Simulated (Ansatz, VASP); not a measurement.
## Two plane-wave programs on Tl

```
CELL_PARAMETERS angstrom
0.00000 3.63827 3.63827
3.63827 0.00000 3.63827
3.63827 3.63827 0.00000
ATOMIC_POSITIONS crystal
Tl 0.12500 0.12500 0.12500
Tl 0.87500 0.87500 0.87500
```

Alike in both runs: task single point; functional revPBE; k mesh 12 × 12 × 12; occupations fermi-dirac, width 0.1 eV; no spin polarisation.

```csv
,VASP,Ansatz
version,VASP 6.6.1,Ansatz 0.2.0
potentials or method,"VASP PAW PBE potentials, release 64 (Tl_d), cutoff 520 eV","plane waves (420 eV) with PAW, scalar-relativistic"
valence electrons in the cell,26,26
```

```csv
,VASP,Ansatz,Ansatz less VASP
pressure (GPa),0.0,0.0,+0.04
```

VASP's potentials were made for PBE, not for revPBE. With one functional, cell and mesh, what is left measures potentials, basis and numerics.

Spin-orbit coupling is off throughout.
